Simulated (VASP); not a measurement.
Write the native input for VASP 6.6.1 that does the following.

| Item | Value |
| --- | --- |
| Task | single point |
| Functional | PBE |
| Potentials or basis | VASP PAW PBE potentials, release 64 (Cs_sv) |
| Cutoff | 520 eV |
| k mesh | 12 × 12 × 12 |
| Occupations | gaussian, width 0.1 eV |
| Spin | no spin polarisation |
| Dipole correction | no |
| Further INCAR settings | ALGO = Fast; EDIFF = 1e-07; NBANDS = 10 |

The structure of Cs lies in POSCAR:

```
Cs
1.0
   -2.7954242043      2.7954242043      4.5335539590
    2.7954242043     -2.7954242043      4.5335539590
    2.7954242043      2.7954242043     -4.5335539590
Cs
1
Direct
    0.0000000000      0.0000000000      0.0000000000
```

This cell differs from its parent crystal: strained.

One way to write it, as run:

INCAR

```
SYSTEM = Cs
PREC = Accurate
ENCUT = 520
EDIFF = 1E-7
ISMEAR = 0
SIGMA = 0.1
LREAL = .False.
LASPH = .True.
NELM = 80
ALGO = Fast
ISIF = 2
LWAVE = .False.
LCHARG = .True.
GGA = PE
LELF = .True.
LVHAR = .True.
NBANDS = 10
```

KPOINTS

```
Automatic mesh
0
Gamma
  12 12 12
  0 0 0
```

Potentials or basis: VASP PAW PBE potentials, release 64 (Cs_sv).

Run with:

```console
$ cat potpaw_PBE.64/Cs_sv/POTCAR > POTCAR
$ mpirun -np 1 vasp_std > vasp.out
```

Results of the run:

```
Pressure               : -0.3 GPa
Band gap on the k mesh : zero (an odd number of electrons rules out a gap without spin polarisation)
```

Caveat: the cell differs from its parent crystal (strained); spin-orbit coupling is left out, which moves the levels of the heavy elements.

It took 6.3 min on 1 thread of Intel Xeon 8259CL, on a shared host, peak memory 0.46 GiB.
